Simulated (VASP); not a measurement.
Set up this calculation in VASP 6.6.1, as the native input.

* Task: relaxation of cell and atoms
* Functional: PBE
* Potentials or basis: VASP PAW PBE potentials, release 64 (Mo_sv)
* Cutoff: 600 eV
* k mesh: 16 × 16 × 16
* Occupations: fermi-dirac, width 0.08 eV
* Spin: no spin polarisation
* Target pressure: -1.3 GPa
* Dipole correction: no
* Further INCAR settings: ALGO = Normal; EDIFF = 1e-07; IBRION = 2; EDIFFG = -0.005; NSW = 60; ISIF = 3

The structure of Mo lies in POSCAR:

```
Mo
1.0
   -2.4590995544      2.4590995544      1.3525047549
    2.4590995544     -2.4590995544      1.3525047549
    2.4590995544      2.4590995544     -1.3525047549
Mo
2
Direct
   -0.3750000000     -0.1250000000     -0.2500000000
    0.3750000000      0.1250000000      0.2500000000
```

One way to write it, as run:

INCAR

```
SYSTEM = Mo
  PREC = Accurate
  ENCUT = 600
  EDIFF = 1E-7
  ISMEAR = -1
  SIGMA = 0.08
  LREAL = .FALSE.
  LASPH = .TRUE.
  NELM = 60
  ALGO = Normal
  ISIF = 3
  LWAVE = .FALSE.
  LCHARG = .FALSE.
  GGA = PE
  IBRION = 2
  NSW = 60
  EDIFFG = -0.005
  PSTRESS = -13.0
```

KPOINTS

```
regular mesh
0
G
  16 16 16
  0 0 0
```

Potentials or basis: VASP PAW PBE potentials, release 64 (Mo_sv).

Run with:

```console
$ cat potpaw_PBE.64/Mo_sv/POTCAR > POTCAR
$ mpirun -np 1 vasp_std > vasp.out
```

Results of the run:

```
Relaxed volume                                             : 17.04 Å³/atom
Relaxed cell                                               : a = 3.824 Å, b = 3.824 Å, c = 3.824 Å, α = 96.89°, β = 96.89°, γ = 139.48°
Space group after relaxing (to 0.1 Å)                      : I4_1/amd (No. 141)
Energy change on relaxing (the run minimises the enthalpy) : -29.1 meV/atom
Ionic steps                                                : 10
Pressure after relaxing                                    : -1.3 GPa
Band gap on the k mesh                                     : zero (bands 14 and 15 overlap by 2.79 eV)
```

Caveat: the cell is relaxed towards a set pressure, so the run minimises the enthalpy, not the energy.

Wall time 11 min on 1 thread of Intel(R) Xeon(R) 6975P-C (Granite Rapids), on a shared host, peak memory 0.35 GiB.
